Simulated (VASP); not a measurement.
TiAu: single point with LDA

The system is TiAu.

```
Ti Au
1.0
     3.32226    0.00000    0.00000
     0.00000    3.32226    0.00000
     0.00000    0.00000    6.10292
Ti Au
2 2
Cartesian
  0.0000 1.6611 5.2760
  1.6611 0.0000 0.8270
  0.0000 1.6611 2.1992
  1.6611 0.0000 3.9038
```

- Program: VASP 6.6.1
- Task: single point
- Functional: LDA
- Potentials or basis: VASP PAW LDA potentials, release 64 (Ti_sv, Au)
- Cutoff: 520 eV
- k mesh: 4 × 4 × 2
- Occupations: fermi-dirac, width 0.1 eV
- Spin: no spin polarisation
- Dipole correction: no
- Further INCAR settings: ALGO = Normal; EDIFF = 1e-07; NBANDS = 31

| Property | Result |
| --- | --- |
| Pressure | -8.1 GPa |
| Largest force | 0.080 eV/Å |
| Band gap on the k mesh | zero (band 23 reaches 9.80 eV, above the bottom of band 24 at 8.35 eV) |

Forces in eV/Å, atoms in the order of the input:
```
Ti   0.000  0.000 -0.080
Ti   0.000  0.000  0.080
Au   0.000  0.000 -0.069
Au   0.000  0.000  0.069
```

Stress tensor (GPa, compression positive):
```
-7.83  0.00  0.00
 0.00 -7.83  0.00
 0.00  0.00 -8.67
```

Levels at points of the mesh, in eV from the Fermi level:
```csv
k point,band 21,band 22,band 23,band 24,band 25,band 26
"(0.00, 0.00, 0.00)",-2.16,-0.94,0.45,0.45,1.24,1.32
"(0.50, 0.00, 0.00)",-0.92,-0.92,0.24,0.24,0.53,0.53
"(0.50, 0.50, 0.00)",-1.28,-1.28,-0.18,-0.18,1.62,1.62
"(0.00, 0.00, 0.50)",-1.39,-0.74,0.61,0.61,1.21,1.34
"(0.50, 0.00, 0.50)",-1.76,-1.76,0.13,0.13,0.64,0.64
"(0.50, 0.50, 0.50)",-1.41,-1.41,-0.83,-0.83,1.31,1.31
```

It took 25 s on 1 thread of Intel(R) Xeon(R) Platinum 8375C CPU @ 2.90GHz (Ice Lake), with other jobs on the host, peak memory 0.17 GiB.

Caveat: the k points lie up to 0.51 Å⁻¹ apart; spin-orbit coupling is left out, which moves the levels of the heavy elements.
